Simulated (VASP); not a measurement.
Set up this calculation in VASP 6.6.1, as the native input.

```
Task                   : relaxation of cell and atoms
Functional             : PBEsol
Potentials or basis    : VASP PAW PBE potentials, release 64 (Sb)
Cutoff                 : 500 eV
k mesh                 : 15 × 15 × 8
Occupations            : gaussian, width 0.1 eV
Spin                   : no spin polarisation
Target pressure        : 12 GPa
Dipole correction      : no
Further INCAR settings : ALGO = Normal; EDIFF = 1e-07; IBRION = 2; EDIFFG = -0.008; NSW = 70; ISIF = 3
```

The structure of Sb lies in POSCAR:

```
Sb
1.0
    3.1797199157      0.0000000000      0.0000000000
   -1.5898599579      2.7537182239      0.0000000000
    0.0000000000      0.0000000000      5.2355939884
Sb
2
Direct
    0.3333333333      0.6666666667      0.2500000000
    0.6666666667      0.3333333333      0.7500000000
```

One way to write it, as run:

INCAR

```
ALGO = Normal
EDIFF = 1E-7
EDIFFG = -0.008
ENCUT = 500
GGA = PS
GGA_COMPAT = F
IBRION = 2
ISIF = 3
ISMEAR = 0
LASPH = T
LCHARG = F
LREAL = F
LWAVE = F
NELM = 120
NELMIN = 4
NSW = 70
PREC = Accurate
PSTRESS = 120.0
SIGMA = 0.1
```

KPOINTS

```
k-points
0
Gamma
  15 15 8
```

Potentials or basis: VASP PAW PBE potentials, release 64 (Sb).

Run with:

```bash
$ cat potpaw_PBE.64/Sb/POTCAR > POTCAR
$ mpirun -np 1 vasp_std > vasp.out
```

It gave:

- Relaxed volume: 22.96 Å³/atom
- Relaxed cell: a = 3.181 Å, b = 3.181 Å, c = 5.239 Å, α = 90.00°, β = 90.00°, γ = 120.00°
- Space group after relaxing (to 0.05 Å): P6_3/mmc (No. 194)
- Energy change on relaxing (the enthalpy is what falls): -3.0 meV/atom
- Ionic steps: 3
- Pressure after relaxing: 12.0 GPa
- Band gap on the k mesh: zero (band 5 reaches 16.07 eV, above the bottom of band 6 at 6.66 eV)

Caveat: the cell is relaxed towards a set pressure, so the enthalpy falls and the energy may rise; the PAW data sets were made with another functional, which shifts forces and pressure a little; spin-orbit coupling is left out, which moves the levels of the heavy elements.

Run time: 86 s on 1 thread of Intel Xeon 8259CL, on a shared host, peak memory 0.2 GiB.
